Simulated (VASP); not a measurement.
# InSb (F-43m) in VASP: notebook

InSb is run at these levels: r2SCAN; tasks: relaxation of the atoms.

Everything below comes from runs of VASP 6.6.1. Logs are shortened: lines on timing, memory, paths and dates and some standing lists are left out, and cuts for length are marked.

## Step 1: The cell of the first run

Symmetry: F-43m, No. 216, cubic system. The conventional cell has a = 6.644 Å, b = 6.644 Å, c = 6.644 Å, α = 90.00°, β = 90.00°, γ = 90.00°. In (site symmetry -43m) has 4 Sb at 2.88 Å within 3.8 Å. Sb (site symmetry -43m) has 4 In at 2.88 Å within 3.8 Å.

## Step 2: Relaxation of the atoms, r2SCAN

The input, POSCAR:

```
InSb
1.0
    0.0000000000      3.3222236100      3.3222236100
    3.3222236100      0.0000000000      3.3222236100
    3.3222236100      3.3222236100      0.0000000000
In Sb
1 1
Direct
    0.0000000000      0.0000000000      0.0000000000
    0.2500000000      0.2500000000      0.2500000000
```

The input, INCAR.step1:

```
SYSTEM = InSb
PREC = Accurate
ENCUT = 520
ISMEAR = -1
SIGMA = 0.1
LREAL = .False.
LASPH = .True.
NELM = 80
GGA = PE
ALGO = Normal
EDIFF = 1E-4
LWAVE = .True.
LCHARG = .False.
```

The input, INCAR.step2:

```
SYSTEM = InSb
PREC = Accurate
ENCUT = 520
EDIFF = 1E-6
ISMEAR = -1
SIGMA = 0.1
LREAL = .False.
LASPH = .True.
NELM = 80
ALGO = Normal
ISIF = 2
LWAVE = .False.
LCHARG = .False.
METAGGA = R2SCAN
LMIXTAU = .True.
IBRION = 2
NSW = 50
EDIFFG = -0.01
ISTART = 1
```

The input, KPOINTS:

```
regular mesh
0
Gamma
  9 9 9
  0 0 0
```

Potentials or basis: VASP PAW PBE potentials, release 64 (In_d, Sb).

On the command line:

```sh
$ cat potpaw_PBE.64/In_d/POTCAR potpaw_PBE.64/Sb/POTCAR > POTCAR
$ cp INCAR.step1 INCAR
$ mpirun -np 1 vasp_std > vasp.out
$ cp INCAR.step2 INCAR
$ mpirun -np 1 vasp_std > vasp.out
```

OUTCAR:

```text
SYSTEM = InSb
   PREC = Accurate
   ENCUT = 520
   EDIFF = 1E-6
   ISMEAR = -1
   LREAL = .False.
   LASPH = .True.
   NELM = 80
   ISIF = 2
   METAGGA = R2SCAN
   IBRION = 2
   NSW = 50
   EDIFFG = -0.01
   ISTART = 1

 ion  position               nearest neighbor table
   1  0.000  0.000  0.000-   2 2.88   2 2.88   2 2.88   2 2.88
   2  0.250  0.250  0.250-   1 2.88   1 2.88   1 2.88   1 2.88

  LATTYP: Found a face centered cubic cell.
 ALAT       =     6.6444472200

  Lattice vectors:

 A1 = (   0.0000000000,   3.3222236100,   3.3222236100)
 A2 = (   3.3222236100,   0.0000000000,   3.3222236100)
 A3 = (   3.3222236100,   3.3222236100,   0.0000000000)

Analysis of symmetry for initial positions (statically):
=====================================================================
 Subroutine PRICEL returns:
 Original cell was already a primitive cell.

 Routine SETGRP: Setting up the symmetry group for a
 face centered cubic supercell.

 Subroutine GETGRP returns: Found 24 space group operations
 (whereof 24 operations were pure point group operations)
 out of a pool of 48 trial point group operations.

The static configuration has the point symmetry T_d .

Analysis of symmetry for dynamics (positions and initial velocities):
=====================================================================
 Subroutine PRICEL returns:
 Original cell was already a primitive cell.

 Routine SETGRP: Setting up the symmetry group for a
 face centered cubic supercell.

 Subroutine GETGRP returns: Found 24 space group operations
 (whereof 24 operations were pure point group operations)
 out of a pool of 48 trial point group operations.

The dynamic configuration has the point symmetry T_d .

 Subroutine INISYM returns: Found 24 space group operations
 (whereof 24 operations are pure point group operations),
 and found     1 'primitive' translations

----------------------------------------------------------------------------------------

                                     Primitive cell

  volume of cell :      73.3359

  direct lattice vectors                    reciprocal lattice vectors
     0.000000000  3.322223610  3.322223610    -0.150501609  0.150501609  0.150501609
     3.322223610  0.000000000  3.322223610     0.150501609 -0.150501609  0.150501609
     3.322223610  3.322223610  0.000000000     0.150501609  0.150501609 -0.150501609

  length of vectors
     4.698333686  4.698333686  4.698333686     0.260676434  0.260676434  0.260676434

  position of ions in fractional coordinates (direct lattice)
     0.000000000  0.000000000  0.000000000
     0.250000000  0.250000000  0.250000000

  ion indices of the primitive-cell ions
   primitive index   ion index
                 1           1
                 2           2

----------------------------------------------------------------------------------------

 KPOINTS: regular mesh

Automatic generation of k-mesh.
 Grid dimensions read from file:
 generate k-points for:    9    9    9

 Generating k-lattice:

  Cartesian coordinates                     Fractional coordinates (reciprocal lattice)
    -0.016722401  0.016722401  0.016722401     0.111111111  0.000000000  0.000000000
     0.016722401 -0.016722401  0.016722401     0.000000000  0.111111111  0.000000000
     0.016722401  0.016722401 -0.016722401     0.000000000  0.000000000  0.111111111

  Length of vectors
     0.028964048  0.028964048  0.028964048

  Shift w.r.t. Gamma in fractional coordinates (k-lattice)
     0.000000000  0.000000000  0.000000000

 Subroutine IBZKPT returns following result:
 ===========================================

 Found     35 irreducible k-points:

 Following reciprocal coordinates:
            Coordinates               Weight
  0.000000  0.000000  0.000000      1.000000
  0.111111  0.000000  0.000000      8.000000
  0.222222  0.000000  0.000000      8.000000
  0.333333  0.000000  0.000000      8.000000
  0.444444  0.000000  0.000000      8.000000
  0.111111  0.111111  0.000000      6.000000
[... 16 lines left out ...]
 -0.333333  0.333333  0.000000     12.000000
  0.444444  0.444444  0.000000      6.000000
 [... further k-points ...]
   k-points           NKPTS =     35   k-points in BZ     NKDIM =     35   number of bands    NBANDS=     13
   number of dos      NEDOS =    301   number of ions     NIONS =      2
   total plane-waves  NPLWV =  46656
   dimension x,y,z NGX =    36 NGY =   36 NGZ =   36
   dimension x,y,z NGXF=    72 NGYF=   72 NGZF=   72
   ions per type =               1   1
   NGX,Y,Z   is equivalent  to a cutoff of  12.74, 12.74, 12.74 a.u.
   NGXF,Y,Z  is equivalent  to a cutoff of  25.48, 25.48, 25.48 a.u.
 SYSTEM =  InSb
   PREC   = accura    normal or accurate (medium, high low for compatibility)
   ISTART =      1    job   : 0-new  1-cont  2-samecut
   ICHARG =      0    charge: 1-file 2-atom 10-const
   ISPIN  =      1    spin polarized calculation?
   LNONCOLLINEAR =      F non collinear calculations
   LSORBIT =      F    spin-orbit coupling
   LASPH  =      T    aspherical Exc in radial PAW
   ENCUT  =  520.0 eV  38.22 Ry    6.18 a.u.   8.74  8.74  8.74*2*pi/ulx,y,z
   NELM   =     80;   NELMIN=  2; NELMDL=  0     # of ELM steps
   EDIFF  = 0.1E-05   stopping-criterion for ELM
   LREAL  =      F    real-space projection
   EDIFFG = -.1E-01   stopping-criterion for IOM
   NSW    =     50    number of steps for IOM
   IBRION =      2    ionic relax: 0-MD 1-quasi-New 2-CG
   NFREE  =      1    steps in history (QN), initial steepest desc. (CG)
   ISIF   =      2    stress and relaxation
   ISYM   =      2    0-nonsym 1-usesym 2-fastsym
   POTIM  = 0.5000    time-step for ionic-motion
   TEBEG  =    0.0;   TEEND  =   0.0 temperature during run
   PSTRESS=    0.0 pullay stress
   NELECT =      18.0000    total number of electrons
   NUPDOWN=      -1.0000    fix difference up-down
   EMIN   =  10.00;   EMAX   =-10.00  energy-range for DOS
   EFERMI =   0.00;   METHOD = LEGACY
   ISMEAR =    -1;   SIGMA  =   0.10  broadening in eV -4-tet -1-fermi 0-gaus
   EFERMI_NEDOS =   21; number of points for ismear=-14 and -15
   IALGO  =     38    algorithm
   IMIX   =      4    mixing-type and parameters
     AMIX     =   0.40;   BMIX     =  1.00
     AMIX_MAG =   1.60;   BMIX_MAG =  1.00
  volume/ion in A,a.u.               =      36.67       247.45
  Fermi-wavevector in a.u.,A,eV,Ry     =   1.025007  1.936982 14.294815  1.050639
  Thomas-Fermi vector in A             =   2.158824
   LORBIT       =      0    0 simple, 1 ext, 2 COOP (PROOUT), +10 PAW based schemes
   METAGGA = R2SCAN    functional components
   LHFCALC =     F    Hartree Fock is set to
   AEXX    =    0.0000 exact exchange contribution
   IVDW    =     0    specifies the selected vdW correction
   LEPSILON=     F    determine dielectric tensor
   LRPA    =     F    only Hartree local field effects (RPA)
 conjugate gradient relaxation of ions
 non-spin polarized calculation
  energy-cutoff  :      520.00
  volume of cell :       73.34
 maximum number of plane-waves:      2004
   NGX = 17   NGY = 17   NGZ = 17

 number of electron      18.0000008 magnetization

 Free energy of the ion-electron system (eV)
  ---------------------------------------------------
  ext. energy  EPLUGINS =         0.00000000
  ---------------------------------------------------
  free energy    TOTEN  =       -48.75343813 eV

  energy without entropy =      -48.75198002  energy(sigma->0) =      -48.75270907

 E-fermi :   4.3550     XC(G=0):  -8.9069

 val. band max:        4.1472603756   @ k =   0.0000   0.0000   0.0000
 cond. band min:       4.8543393923   @ k =   0.4444   0.0000   0.0000
 fundamental gap:      0.7070790167
 Fermi energy:         4.3549853962

 k-point     1 :       0.0000    0.0000    0.0000
  band No.  band energies     occupation
      1     -10.8057      2.00000
      2     -10.8057      2.00000
      3     -10.8057      2.00000
      4     -10.7253      2.00000
      5     -10.7253      2.00000
      6      -6.5004      2.00000
      7       3.9286      1.97226
      8       4.1473      1.77735
      9       4.1473      1.77735
     10       4.1473      1.77734
     11       7.3713      0.00000
     12       7.3713      0.00000
     13       7.3713      0.00000

 k-point     2 :       0.1111    0.0000    0.0000
  band No.  band energies     occupation
      1     -10.8102      2.00000
      2     -10.8036      2.00000
      3     -10.8036      2.00000
      4     -10.7254      2.00000
      5     -10.7254      2.00000
      6      -6.3942      2.00000
      7       2.5160      2.00000
      8       3.9953      1.94666
      9       3.9953      1.94666
     10       5.0604      0.00173
     11       7.5909      0.00000
     12       7.5909      0.00000
     13       7.6133      0.00000

 k-point     3 :       0.2222    0.0000    0.0000
  band No.  band energies     occupation
      1     -10.8212      2.00000
      2     -10.7985      2.00000
      3     -10.7985      2.00000
      4     -10.7253      2.00000
      5     -10.7253      2.00000
      6      -6.0930      2.00000
      7       0.9777      2.00000
      8       3.6796      1.99767
      9       3.6796      1.99767
     10       5.1812      0.00052
     11       8.0015      0.00000
     12       8.0015      0.00000
     13       8.6669      0.00000

 k-point     4 :       0.3333    0.0000    0.0000
  band No.  band energies     occupation
      1     -10.8337      2.00000
      2     -10.7932      2.00000
      3     -10.7931      2.00000
      4     -10.7248      2.00000
      5     -10.7248      2.00000
      6      -5.6659      2.00000
      7      -0.3358      2.00000
      8       3.3936      1.99987
      9       3.3936      1.99987
     10       4.9893      0.00351
     11       8.2168      0.00000
     12       8.2168      0.00000
     13      10.1012      0.00000

 k-point     5 :       0.4444    0.0000    0.0000
  band No.  band energies     occupation
      1     -10.8417      2.00000
      2     -10.7900      2.00000
      3     -10.7900      2.00000
      4     -10.7240      2.00000
      5     -10.7240      2.00000
      6      -5.2997      2.00000
      7      -1.1600      2.00000
      8       3.2334      1.99997
      9       3.2334      1.99997
     10       4.8543      0.01347
     11       8.2347      0.00000
     12       8.2347      0.00000
     13      10.6256      0.00000
[... 257 lines left out ...]
 k-point    22 :      -0.4444    0.3333    0.0000
  band No.  band energies     occupation
      1     -10.8615      2.00000
      2     -10.7768      2.00000
      3     -10.7745      2.00000
      4     -10.7346      2.00000
      5     -10.7205      2.00000
      6      -4.7741      2.00000
      7      -1.4189      2.00000
      8       1.4041      2.00000
      9       2.3338      2.00000
     10       6.0129      0.00000
     11       7.6917      0.00000
     12      10.3256      0.00000
     13      10.7891      0.00000

 k-point    23 :      -0.3333    0.3333    0.0000
  band No.  band energies     occupation
      1     -10.8559      2.00000
      2     -10.7806      2.00000
      3     -10.7780      2.00000
      4     -10.7305      2.00000
      5     -10.7233      2.00000
      6      -4.8323      2.00000
      7      -1.3323      2.00000
      8       1.1774      2.00000
      9       2.5976      2.00000
     10       6.1821      0.00000
     11       8.8909      0.00000
     12      10.0806      0.00000
     13      10.2806      0.00000

 k-point    24 :       0.4444    0.4444    0.0000
  band No.  band energies     occupation
      1     -10.8688      2.00000
      2     -10.7706      2.00000
      3     -10.7706      2.00000
      4     -10.7394      2.00000
      5     -10.7175      2.00000
      6      -4.7843      2.00000
      7      -1.4493      2.00000
      8       2.0792      2.00000
      9       2.0792      2.00000
     10       5.6648      0.00000
     11       5.9835      0.00000
     12      12.1282      0.00000
     13      12.1282      0.00000

 [... further k-points ...]
[... 5 lines left out ...]
  --------------------------------------------------------------------------------------
  -------------------------------------------------------------------------------------
  Total       -0.7224021     -0.7224021     -0.7224021      0.0000000      0.0000000      0.0000000
  in kB      -15.7823991    -15.7823991    -15.7823991      0.0000000      0.0000000      0.0000000
  external PRESSURE =     -15.7823991 kB  Pullay stress =       0.0000000 kB

 VOLUME and BASIS-vectors are now :
 -----------------------------------------------------------------------------
  energy-cutoff  :      520.00
  volume of cell :       73.34
      direct lattice vectors                 reciprocal lattice vectors
     0.000000000  3.322223610  3.322223610    -0.150501609  0.150501609  0.150501609
     3.322223610  0.000000000  3.322223610     0.150501609 -0.150501609  0.150501609
     3.322223610  3.322223610  0.000000000     0.150501609  0.150501609 -0.150501609

 POSITION                                       TOTAL-FORCE (eV/Angst)
 -----------------------------------------------------------------------------------
      0.00000      0.00000      0.00000        -0.000000      0.000000     -0.000000
      1.66111      1.66111      1.66111         0.000000     -0.000000      0.000000
 -----------------------------------------------------------------------------------
    total drift:                               -0.000001     -0.000001     -0.000002

  FREE ENERGIE OF THE ION-ELECTRON SYSTEM (eV)
  ---------------------------------------------------
  free  energy   TOTEN  =       -48.7534381268 eV

  energy  without entropy=      -48.7519800206  energy(sigma->0) =      -48.75270907

 reached required accuracy - stopping structural energy minimisation
```

It took 55 s on 1 thread of Intel Xeon 6975P-C (Granite Rapids), shared host; peak memory 0.23 GiB.

What came out:

```yaml
Free_energy: -48.7534 eV
Pressure_after_relaxing: -1.6 GPa
Band_gap_on_the_k_mesh: zero (filled and empty bands touch)
```

Final structure:
```
CELL_PARAMETERS angstrom
0.00000 3.32222 3.32222
3.32222 0.00000 3.32222
3.32222 3.32222 0.00000
ATOMIC_POSITIONS crystal
In 0.00000 0.00000 0.00000
Sb 0.25000 0.25000 0.25000
```

Levels at points of the mesh, in eV from the Fermi level:
```tsv
k point	band 6	band 7	band 8	band 9	band 10	band 11	band 12	band 13
(0.00, 0.00, 0.00)	-10.86	-0.43	-0.21	-0.21	-0.21	3.02	3.02	3.02
```

Caveat: the relaxation stopped at its first step, so nothing moved; semilocal functionals underestimate gaps, so a narrow gap can read as zero; the PAW data sets were made with another functional, which shifts forces and pressure a little; spin-orbit coupling is left out, which moves the levels of the heavy elements.

(Continued in part 2 of 2.)
